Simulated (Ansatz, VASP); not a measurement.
# One calculation of HfC, two programs

```
CELL_PARAMETERS angstrom
0.00000 2.51265 2.51265
2.51265 0.00000 2.51265
2.51265 2.51265 0.00000
ATOMIC_POSITIONS crystal
Hf 0.00000 0.00000 0.00000
C 0.25000 0.25000 0.25000
```

Alike in both runs: task single point; functional r2SCAN; k mesh 12 × 12 × 12; no spin polarisation.

```csv
,VASP,Ansatz
version,VASP 6.6.1,Ansatz 0.2.0
potentials or method,"VASP PAW PBE potentials, release 64 (Hf_pv, C), cutoff 520 eV","scalar-relativistic, plane waves, PAW"
occupations,tetrahedron,tetrahedron-uncorrected
valence electrons in the cell,14,30
```

|  | VASP | Ansatz | Ansatz less VASP |
| --- | --- | --- | --- |
| gap on the k mesh at the Fermi level (eV) | 0.58 | 0.57 | -0.010 |
| pressure (GPa) | -0.4 | 0.1 | +0.58 |

VASP's potentials were made for PBE, not for r2SCAN. VASP's potentials hold 14 valence electrons a cell and Ansatz's 30, so a difference there can come from the potentials and not from the codes. Ansatz's warnings: band table not solved further.

Spin-orbit coupling is off throughout.
